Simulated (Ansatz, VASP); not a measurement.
**Two plane-wave programs on Ta3RhN4**

```
Ta Rh N
1.0
     2.98771   -0.00003   -0.00012
    -0.00003    2.98784   -0.00005
    -0.00014   -0.00007   10.05688
Ta Rh N
3 1 4
Direct
  0.50003 0.50000 0.79503
  0.99999 0.00002 0.50000
  0.49998 0.49999 0.20498
  0.00001 0.99999 0.00000
  0.99997 0.99998 0.28375
  0.50000 0.50000 0.00000
  0.00004 0.00001 0.71625
  0.49999 0.50001 0.49999
```

Change from the starting cell: cell x1, atoms moved at random (sigma 0.1 Å) and cell strained at random (1.5 %), then relaxed without symmetry.

Alike in both runs: functional PBE; k mesh 8 × 8 × 2; occupations gaussian, width 0.2 eV; no spin polarisation.

Ansatz relaxed the structure, and its values are those at the end. VASP's run is a single point on that final structure, the one shown.

|  | VASP | Ansatz |
| --- | --- | --- |
| version | VASP 6.6.1 | Ansatz 0.2.0 |
| potentials or method | VASP PAW PBE potentials, release 64 (Ta_pv, Rh_pv, N), cutoff 520 eV | scalar-relativistic, plane waves, PAW |
| valence electrons in the cell | 68 | 76 |

```csv
,VASP,Ansatz,Ansatz less VASP
gap on the k mesh at the Fermi level (eV),none,none,-
pressure (GPa),0.5,0.0,-0.51
rms of the force components (eV/Å),0.004,0.001,-0.0031
```

A gap of «none» marks a metal or a gap that the smearing closes. VASP's potentials hold 68 valence electrons a cell and Ansatz's 76, so a difference there can come from the potentials and not from the codes.

Neither program's run includes spin-orbit coupling.
